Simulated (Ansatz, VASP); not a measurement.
## One calculation of BeB, two programs

```
Be B
1.0
     2.27359    0.00000    0.00000
    -1.13679    1.96899    0.00000
     0.00000    0.00000    9.46931
Be B
3 3
Cartesian
  0.0000 0.0000 6.3045
  0.0000 0.0000 0.0000
  0.0000 0.0000 3.1648
  0.0000 1.3127 7.8978
  0.0000 1.3127 1.5715
  1.1368 0.6563 4.7347
```

Alike in both runs: functional PBE; k mesh 18 × 18 × 4; occupations gaussian, width 0.1 eV; no spin polarisation.

Ansatz relaxed the structure, and its values are those at the end. VASP's run is a single point on that final structure, the one shown.

|  | VASP | Ansatz |
| --- | --- | --- |
| version | VASP 6.6.1 | Ansatz 0.2.0 |
| potentials or method | VASP PAW PBE potentials, release 64 (Be, B), cutoff 520 eV | scalar-relativistic, plane waves, PAW |
| valence electrons in the cell | 15 | 15 |

|  | VASP | Ansatz | Ansatz less VASP |
| --- | --- | --- | --- |
| gap on the k mesh at the Fermi level (eV) | none | none | - |
| pressure (GPa) | 0.1 | 0.0 | -0.11 |

A gap of «none» marks a metal or a gap that the smearing closes.
